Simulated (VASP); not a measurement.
Write the native input for VASP 6.6.1 that does the following.

| Item | Value |
| --- | --- |
| Task | single point |
| Functional | PBE |
| Potentials or basis | VASP PAW PBE potentials, release 64 (B, N) |
| Cutoff | 520 eV |
| k mesh | 6 × 6 × 6 |
| Occupations | gaussian, width 0.05 eV |
| Spin | no spin polarisation |
| Dipole correction | no |
| Further INCAR settings | ALGO = Normal; EDIFF = 1e-07; NBANDS = 16 |

The structure of BN lies in POSCAR:

```
BN
1.0
    0.0000000000     -1.8123937734     -1.8123937734
   -1.8123937734      0.0000000000     -1.8123937734
    1.8123937734      1.8123937734     -3.6247875468
B N
2 2
Direct
    0.0187338588      0.0074511363      0.0000000000
    0.4812661412      0.4925488637      0.5000000000
    0.3941715814      0.3826252345      0.8750000000
    0.8558284186      0.8673747655      0.3750000000
```

This cell differs from its parent crystal: mode 4 frozen in at -0.034 Å and mode 5 at -0.051 Å (largest displacements).

The input as run:

INCAR

```
SYSTEM = BN
PREC = Accurate
ENCUT = 520
EDIFF = 1E-7
ISMEAR = 0
SIGMA = 0.05
LREAL = .FALSE.
LASPH = .TRUE.
NELM = 60
ALGO = Normal
ISIF = 2
LWAVE = .FALSE.
LCHARG = .TRUE.
GGA = PE
LELF = .TRUE.
LVHAR = .TRUE.
NBANDS = 16
```

KPOINTS

```
Automatic mesh
0
G
  6 6 6
  0 0 0
```

Potentials or basis: VASP PAW PBE potentials, release 64 (B, N).

The run is started by

```console
$ cat potpaw_PBE.64/B/POTCAR potpaw_PBE.64/N/POTCAR > POTCAR
$ mpirun -np 1 vasp_std > vasp.out
```

It gave:

```
Pressure               : 0.1 GPa
Largest force          : 0.742 eV/Å
Band gap on the k mesh : 4.38 eV
```

Caveat: the k points lie up to 0.48 Å⁻¹ apart; the cell differs from its parent crystal (mode 4 frozen in at -0.034 Å and mode 5 at -0.051 Å (largest displacements)).

Run time: 90 s on 1 thread of AMD EPYC 7R13, on a shared host, peak memory 0.13 GiB.
